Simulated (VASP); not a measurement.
# Zn2SbO3 (P6/mmm) in VASP: single point with PBE

Aim: the single point of Zn2SbO3 with PBE.

All numbers are computed with VASP 6.6.1; they aren't measurements. Logs are shortened: lines on timing, memory, paths and dates and some standing lists are left out, and cuts for length are marked.

### 1 The cell of the first run

It takes space group P6/mmm (No. 191, hexagonal). The conventional cell has a = 5.536 Å, b = 5.536 Å, c = 2.833 Å, α = 90.00°, β = 90.00°, γ = 120.00°. Zn (site symmetry -6m2) has 6 O at 2.14 Å and 2 Zn at 2.83 Å within 2.9 Å. Sb (site symmetry 6/mmm) has 2 Sb at 2.83 Å and 12 O at 3.11 Å and 6 Zn at 3.20 Å within 3.7 Å. O (site symmetry mmm) has 4 Zn at 2.14 Å and 6 O at 2.77 to 2.83 Å within 2.9 Å.

The cell was built from a structure type or drawn by symmetry, and may not be a known phase.

### 2 Single point, PBE

File INCAR:

```
SYSTEM = Zn2SbO3
  PREC = Accurate
  ENCUT = 600
  EDIFF = 1E-6
  ISMEAR = 0
  SIGMA = 0.1
  LREAL = .False.
  LASPH = .True.
  NELM = 120
  ALGO = Normal
  ISIF = 2
  LWAVE = .False.
  LCHARG = .False.
  GGA = PE
  NBANDS = 38
  GGA_COMPAT = .False.
```

File KPOINTS:

```
regular mesh
0
Gamma
  6 6 6
  0 0 0
```

File POSCAR:

```
Zn2SbO3
1.0
    5.5358610709      0.0000000000      0.0000000000
   -2.7679305354      4.7941963192      0.0000000000
    0.0000000000      0.0000000000      2.8332564831
Zn Sb O
2 1 3
Direct
    0.6666666667      0.3333333333      0.5000000000
    0.3333333333      0.6666666667      0.5000000000
    0.0000000000      0.0000000000      0.5000000000
    0.0000000000      0.5000000000      0.0000000000
    0.5000000000      0.5000000000      0.0000000000
    0.5000000000      0.0000000000      0.0000000000
```

Potentials or basis: VASP PAW PBE potentials, release 64 (Zn, Sb_d_GW, O).

The run is started by

```bash
$ cat potpaw_PBE.64/Zn/POTCAR potpaw_PBE.64/Sb_d_GW/POTCAR potpaw_PBE.64/O/POTCAR > POTCAR
$ mpirun -np 1 vasp_std > vasp.out
```

OUTCAR:

```text
SYSTEM = Zn2SbO3
   PREC = Accurate
   ENCUT = 600
   EDIFF = 1E-6
   ISMEAR = 0
   LREAL = .False.
   LASPH = .True.
   NELM = 120
   ISIF = 2
   GGA = PE

 ion  position               nearest neighbor table
   1  0.667  0.333  0.500-   6 2.14   6 2.14   4 2.14   4 2.14   5 2.14   5 2.14   3 3.20   3 3.20
                             3 3.20
   2  0.333  0.667  0.500-   6 2.14   6 2.14   4 2.14   4 2.14   5 2.14   5 2.14   3 3.20   3 3.20
                             3 3.20
   3  0.000  0.000  0.500-   1 3.20   2 3.20   2 3.20   1 3.20   1 3.20   2 3.20
   4  0.000  0.500  0.000-   1 2.14   2 2.14   1 2.14   2 2.14
   5  0.500  0.500  0.000-   1 2.14   2 2.14   1 2.14   2 2.14
   6  0.500  0.000  0.000-   1 2.14   2 2.14   1 2.14   2 2.14

  LATTYP: Found a hexagonal cell.
 ALAT       =     5.5358610709
 C/A-ratio  =     0.5118005034

  Lattice vectors:

 A1 = (   5.5358610709,   0.0000000000,   0.0000000000)
 A2 = (  -2.7679305354,   4.7941963192,   0.0000000000)
 A3 = (   0.0000000000,   0.0000000000,   2.8332564831)

Analysis of symmetry for initial positions (statically):
=====================================================================
 Subroutine PRICEL returns:
 Original cell was already a primitive cell.

 Routine SETGRP: Setting up the symmetry group for a
 hexagonal supercell.

 Subroutine GETGRP returns: Found 24 space group operations
 (whereof 24 operations were pure point group operations)
 out of a pool of 24 trial point group operations.

The static configuration has the point symmetry D_6h.

Analysis of symmetry for dynamics (positions and initial velocities):
=====================================================================
 Subroutine PRICEL returns:
 Original cell was already a primitive cell.

 Routine SETGRP: Setting up the symmetry group for a
 hexagonal supercell.

 Subroutine GETGRP returns: Found 24 space group operations
 (whereof 24 operations were pure point group operations)
 out of a pool of 24 trial point group operations.

The dynamic configuration has the point symmetry D_6h.

 Subroutine INISYM returns: Found 24 space group operations
 (whereof 24 operations are pure point group operations),
 and found     1 'primitive' translations

----------------------------------------------------------------------------------------

                                     Primitive cell

  volume of cell :      75.1946

  direct lattice vectors                    reciprocal lattice vectors
     5.535861071  0.000000000  0.000000000     0.180640371  0.104292767  0.000000000
    -2.767930535  4.794196319  0.000000000     0.000000000  0.208585534  0.000000000
     0.000000000  0.000000000  2.833256483     0.000000000  0.000000000  0.352950750

  length of vectors
     5.535861071  5.535861071  2.833256483     0.208585534  0.208585534  0.352950750

  position of ions in fractional coordinates (direct lattice)
     0.666666667  0.333333333  0.500000000
     0.333333333  0.666666667  0.500000000
     0.000000000  0.000000000  0.500000000
     0.000000000  0.500000000  0.000000000
     0.500000000  0.500000000  0.000000000
     0.500000000  0.000000000  0.000000000

  ion indices of the primitive-cell ions
   primitive index   ion index
                 1           1
                 2           2
                 3           3
                 4           4
                 5           5
                 6           6

----------------------------------------------------------------------------------------

 KPOINTS: regular mesh

Automatic generation of k-mesh.
 Grid dimensions read from file:
 generate k-points for:    6    6    6

 Generating k-lattice:

  Cartesian coordinates                     Fractional coordinates (reciprocal lattice)
     0.030106729  0.017382128  0.000000000     0.166666667  0.000000000  0.000000000
     0.000000000  0.034764256  0.000000000     0.000000000  0.166666667  0.000000000
     0.000000000  0.000000000  0.058825125     0.000000000  0.000000000  0.166666667

  Length of vectors
     0.034764256  0.034764256  0.058825125

  Shift w.r.t. Gamma in fractional coordinates (k-lattice)
     0.000000000  0.000000000  0.000000000

 Subroutine IBZKPT returns following result:
 ===========================================

 Found     28 irreducible k-points:

 Following reciprocal coordinates:
            Coordinates               Weight
  0.000000  0.000000  0.000000      1.000000
  0.166667 -0.000000  0.000000      6.000000
  0.333333  0.000000  0.000000      6.000000
  0.500000  0.000000  0.000000      3.000000
  0.166667  0.166667  0.000000      6.000000
  0.333333  0.166667  0.000000     12.000000
[... 16 lines left out ...]
  0.166667 -0.000000  0.500000      6.000000
  0.333333  0.000000  0.500000      6.000000
 [... further k-points ...]
   k-points           NKPTS =     28   k-points in BZ     NKDIM =     28   number of bands    NBANDS=     38
   number of dos      NEDOS =    301   number of ions     NIONS =      6
   total plane-waves  NPLWV =  55296
   dimension x,y,z NGX =    48 NGY =   48 NGZ =   24
   dimension x,y,z NGXF=    96 NGYF=   96 NGZF=   48
   ions per type =               2   1   3
   NGX,Y,Z   is equivalent  to a cutoff of  14.41, 14.41, 14.08 a.u.
   NGXF,Y,Z  is equivalent  to a cutoff of  28.83, 28.83, 28.16 a.u.
 SYSTEM =  Zn2SbO3
   PREC   = accura    normal or accurate (medium, high low for compatibility)
   ISTART =      0    job   : 0-new  1-cont  2-samecut
   ICHARG =      2    charge: 1-file 2-atom 10-const
   ISPIN  =      1    spin polarized calculation?
   LNONCOLLINEAR =      F non collinear calculations
   LSORBIT =      F    spin-orbit coupling
   LASPH  =      T    aspherical Exc in radial PAW
   ENCUT  =  600.0 eV  44.10 Ry    6.64 a.u.  11.06 11.06  5.66*2*pi/ulx,y,z
   NELM   =    120;   NELMIN=  2; NELMDL= -5     # of ELM steps
   EDIFF  = 0.1E-05   stopping-criterion for ELM
   LREAL  =      F    real-space projection
   EDIFFG = 0.1E-04   stopping-criterion for IOM
   NSW    =      0    number of steps for IOM
   IBRION =     -1    ionic relax: 0-MD 1-quasi-New 2-CG
   NFREE  =      0    steps in history (QN), initial steepest desc. (CG)
   ISIF   =      2    stress and relaxation
   ISYM   =      2    0-nonsym 1-usesym 2-fastsym
   POTIM  = 0.5000    time-step for ionic-motion
   TEBEG  =    0.0;   TEEND  =   0.0 temperature during run
   PSTRESS=    0.0 pullay stress
   NELECT =      57.0000    total number of electrons
   NUPDOWN=      -1.0000    fix difference up-down
   EMIN   =  10.00;   EMAX   =-10.00  energy-range for DOS
   EFERMI =   0.00;   METHOD = LEGACY
   ISMEAR =     0;   SIGMA  =   0.10  broadening in eV -4-tet -1-fermi 0-gaus
   EFERMI_NEDOS =   21; number of points for ismear=-14 and -15
   IALGO  =     38    algorithm
   IMIX   =      4    mixing-type and parameters
     AMIX     =   0.40;   BMIX     =  1.00
     AMIX_MAG =   1.60;   BMIX_MAG =  1.00
  volume/ion in A,a.u.               =      12.53        84.57
  Fermi-wavevector in a.u.,A,eV,Ry     =   1.492694  2.820783 30.315627  2.228136
  Thomas-Fermi vector in A             =   2.605189
   LORBIT       =      0    0 simple, 1 ext, 2 COOP (PROOUT), +10 PAW based schemes
   GGA     = PE    functional components
   LHFCALC =     F    Hartree Fock is set to
   AEXX    =    0.0000 exact exchange contribution
   IVDW    =     0    specifies the selected vdW correction
   LEPSILON=     F    determine dielectric tensor
   LRPA    =     F    only Hartree local field effects (RPA)
 non-spin polarized calculation
 Gauss-broadening in eV      SIGMA  =   0.10
  energy-cutoff  :      600.00
  volume of cell :       75.19
 maximum number of plane-waves:      2529
 NGX is ok and might be reduce to    48
   NGX = 23   NGY = 23   NGZ = 11

 number of electron      57.0000017 magnetization

 Free energy of the ion-electron system (eV)
  ---------------------------------------------------
  ext. energy  EPLUGINS =         0.00000000
  ---------------------------------------------------
  free energy    TOTEN  =       -24.61825265 eV

  energy without entropy =      -24.60567308  energy(sigma->0) =      -24.61196287

 E-fermi :   3.7689     XC(G=0): -11.5406

 val. band max:        3.7688505701   @ k =   0.3333   0.1667   0.5000
 cond. band min:       3.7894483620   @ k =   0.1667   0.1667   0.5000
 fundamental gap:      0.0205977919
 Fermi energy:         3.7689486537

 k-point     1 :       0.0000    0.0000    0.0000
  band No.  band energies     occupation
      1     -26.0040      2.00000
      2     -26.0040      2.00000
      3     -25.9691      2.00000
      4     -25.7550      2.00000
      5     -25.7550      2.00000
      6     -14.4323      2.00000
[... 30 lines left out ...]
     37      16.9608      0.00000
     38      16.9608      0.00000

 k-point     2 :       0.1667   -0.0000    0.0000
  band No.  band energies     occupation
      1     -26.0040      2.00000
      2     -26.0039      2.00000
      3     -25.9690      2.00000
      4     -25.7550      2.00000
      5     -25.7550      2.00000
      6     -14.3626      2.00000
[... 30 lines left out ...]
     37      16.0347      0.00000
     38      16.7377      0.00000

 k-point     3 :       0.3333    0.0000    0.0000
  band No.  band energies     occupation
      1     -26.0040      2.00000
      2     -26.0037      2.00000
      3     -25.9690      2.00000
      4     -25.7550      2.00000
      5     -25.7550      2.00000
      6     -14.1761      2.00000
[... 30 lines left out ...]
     37      14.6055      0.00000
     38      16.6756      0.00000

 k-point     4 :       0.5000    0.0000    0.0000
  band No.  band energies     occupation
      1     -26.0040      2.00000
      2     -26.0036      2.00000
      3     -25.9690      2.00000
      4     -25.7550      2.00000
      5     -25.7550      2.00000
      6     -14.0132      2.00000
[... 30 lines left out ...]
     37      14.0899      0.00000
     38      15.8418      0.00000
[... 703 lines left out ...]
      4     -25.8736      2.00000
      5     -25.6041      2.00000
      6     -13.4945      2.00000
[... 30 lines left out ...]
     37      13.8754      0.00000
     38      13.8754      0.00000

 k-point    23 :       0.1667   -0.0000    0.5000
  band No.  band energies     occupation
      1     -25.9917      2.00000
      2     -25.9917      2.00000
      3     -25.8737      2.00000
      4     -25.8737      2.00000
      5     -25.6041      2.00000
      6     -13.4501      2.00000
[... 30 lines left out ...]
     37      13.2928      0.00000
     38      13.6018      0.00000

 k-point    24 :       0.3333    0.0000    0.5000
  band No.  band energies     occupation
      1     -25.9917      2.00000
      2     -25.9916      2.00000
      3     -25.8738      2.00000
      4     -25.8737      2.00000
      5     -25.6040      2.00000
      6     -13.3328      2.00000
[... 30 lines left out ...]
     37      13.4298      0.00000
     38      13.9835      0.00000

 [... further k-points ...]

------------------------ aborting loop because EDIFF is reached ----------------------------------------

  FORCE on cell =-STRESS in cart. coord.  units (eV):
  Direction    XX          YY          ZZ          XY          YZ          ZX
  --------------------------------------------------------------------------------------
  -------------------------------------------------------------------------------------
  Total        0.0855040      0.0855040      0.0800347      0.0000000      0.0000000      0.0000000
  in kB        1.8218402      1.8218402      1.7053051      0.0000000      0.0000000      0.0000000
  external PRESSURE =       1.7829951 kB  Pullay stress =       0.0000000 kB

 VOLUME and BASIS-vectors are now :
 -----------------------------------------------------------------------------
  energy-cutoff  :      600.00
  volume of cell :       75.19
      direct lattice vectors                 reciprocal lattice vectors
     5.535861071  0.000000000  0.000000000     0.180640371  0.104292767  0.000000000
    -2.767930535  4.794196319  0.000000000     0.000000000  0.208585534  0.000000000
     0.000000000  0.000000000  2.833256483     0.000000000  0.000000000  0.352950750

 POSITION                                       TOTAL-FORCE (eV/Angst)
 -----------------------------------------------------------------------------------
      2.76793      1.59807      1.41663        -0.000000      0.000000     -0.000000
     -0.00000      3.19613      1.41663         0.000000      0.000000      0.000000
      0.00000      0.00000      1.41663        -0.000000      0.000000     -0.000000
     -1.38397      2.39710      0.00000        -0.000000      0.000000     -0.000000
      1.38397      2.39710      0.00000        -0.000000      0.000000     -0.000000
      2.76793      0.00000      0.00000        -0.000000      0.000000     -0.000000
 -----------------------------------------------------------------------------------
    total drift:                               -0.000000      0.000000      0.000000

  FREE ENERGIE OF THE ION-ELECTRON SYSTEM (eV)
  ---------------------------------------------------
  free  energy   TOTEN  =       -24.6182526501 eV

  energy  without entropy=      -24.6056730802  energy(sigma->0) =      -24.61196287
```

It took 1.9 min on 1 thread of Intel Xeon Platinum 8259CL at 2.50GHz (Skylake/Cascade Lake), shared host; peak memory 0.29 GiB.

Results:

| Property | Result |
| --- | --- |
| Free energy | -24.6183 eV |
| Pressure | 0.2 GPa |
| Band gap on the k mesh | zero (an odd number of electrons rules out a gap without spin polarisation) |

Caveat: the k points lie up to 0.37 Å⁻¹ apart, too coarse for converged energies and pressures of a metal; spin-orbit coupling is left out, which moves the levels of the heavy elements; an odd number of electrons without spin polarisation forces a metal; a magnetic or distorted state may lie lower.
